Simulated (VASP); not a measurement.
# ZrS2: single point with HSE06

Crystal: ZrS2.

```
Zr S
1.0
     3.67440    0.00000    0.00000
    -1.83720    3.18212    0.00000
     0.00000    0.00000    5.91542
Zr S
1 2
Direct
  0.00000 0.00000 0.00000
  0.33333 0.66667 0.24407
  0.66667 0.33333 0.75593
```

This cell differs from its parent crystal: uniaxial z strain +1.0%.

```json
{"Program": "VASP 6.6.1", "Task": "single point", "Functional": "HSE06", "Potentials or basis": "VASP PAW PBE potentials, release 64 (Zr_sv, S)", "Cutoff": "400 eV", "k mesh": "6 × 6 × 4", "Occupations": "gaussian, width 0.01 eV", "Spin": "no spin polarisation"}
```

```yaml
Pressure: -0.2 GPa
Largest_force: 0.187 eV/Å
Band_gap_on_the_k_mesh: 1.73 eV (least direct gap 2.44 eV)
```

Forces on the atoms (eV/Å):
```
Zr   0.000  0.000  0.000
S    0.000  0.000 -0.187
S    0.000  0.000  0.187
```

Stress tensor (GPa, compression positive):
```
-0.33  0.00  0.00
 0.00 -0.33  0.00
 0.00  0.00  0.14
```

Levels at points of the mesh, in eV from the valence-band top:
```
           k point  band 10  band 11  band 12  band 13  band 14  band 15
(0.00, 0.00, 0.00)    -0.13    -0.13     0.00     2.44     2.44     3.34
(0.50, 0.00, 0.00)    -2.68    -2.01    -1.41     1.90     4.34     4.64
(0.00, 0.00, 0.50)    -1.88    -0.27    -0.27     2.41     2.41     3.69
(0.50, 0.00, 0.50)    -2.51    -1.14    -0.91     1.73     4.32     4.65
```

Wall time 26 min on 1 thread of AMD EPYC 9R45 96-Core Processor (Zen 5), with other jobs on the host, peak memory 0.25 GiB.

Caveat: the cell differs from its parent crystal (uniaxial z strain +1.0%); the PAW data sets were made with another functional, which shifts forces and pressure a little; this functional lacks dispersion, which binds the layers, so the pressure and a relaxed spacing across them are unreliable. A k mesh can miss the band edges.
